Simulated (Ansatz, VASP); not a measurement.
# Ta in VASP and in Ansatz

```xyz
1
Lattice="-1.6513 1.6513 1.7834 1.6513 -1.6513 1.7834 1.6513 1.6513 -1.7834" Properties=species:S:1:pos:R:3 pbc="T T T"
Ta    0.0000    0.0000    0.0000
```

Change from the starting cell: strain +0.000 along x and y, +0.080 along z, atoms carried along.

Alike in both runs: task single point; functional PBE; k mesh 20 × 20 × 20; occupations gaussian, width 0.15 eV; no spin polarisation.

|  | VASP | Ansatz |
| --- | --- | --- |
| version | VASP 6.6.1 | Ansatz 0.2.0 |
| potentials or method | VASP PAW PBE potentials, release 64 (Ta_pv), cutoff 520 eV | scalar-relativistic, plane waves, PAW |
| valence electrons in the cell | 11 | 13 |

|  | VASP | Ansatz | Ansatz less VASP |
| --- | --- | --- | --- |
| gap on the k mesh at the Fermi level (eV) | none | none | - |
| pressure (GPa) | -10.2 | -10.2 | +0.01 |
| traceless stress, the component that is largest in VASP (GPa) | -4.13 | -4.14 | -0.006 |

A gap of «none» marks a metal or a gap that the smearing closes. VASP's potentials hold 11 valence electrons a cell and Ansatz's 13, so a difference there can come from the potentials and not from the codes.

Spin-orbit coupling is off throughout.
